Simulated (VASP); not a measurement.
## BiTe: single point with PBEsol

The system is BiTe.

```xyz
2
Lattice="0.0000 3.2350 3.2350 3.2350 0.0000 3.2350 3.2350 3.2350 0.0000" Properties=species:S:1:pos:R:3 pbc="T T T"
Bi    0.0000    0.0000    0.0000
Te    3.2350    3.2350    3.2350
```

* Program: VASP 6.6.1
* Task: single point
* Functional: PBEsol
* Potentials or basis: VASP PAW PBE potentials, release 64 (Bi_d, Te)
* Cutoff: 520 eV
* k mesh: 7 × 7 × 7
* Occupations: fermi-dirac, width 0.05 eV
* Spin: non-collinear spin, zero start, spin-orbit coupling
* Starting moments: [[0.0, 0.0, 0.0], [0.0, 0.0, 0.0]] μB

The pressure is -0.5 GPa, the net moment is 0.00 μB per cell and the valence electrons inside the program's atomic spheres are Bi 12.70; Te 3.33.

Moments on the atoms (μB; x, y, z):
```
Bi  0.00 0.00 0.00
Te  0.00 0.00 0.00
```

It took 3.2 min on 1 thread of Intel Xeon 8259CL, on a shared host, peak memory 0.41 GiB.

Caveat: the PAW data sets were made with another functional, which shifts forces and pressure a little.
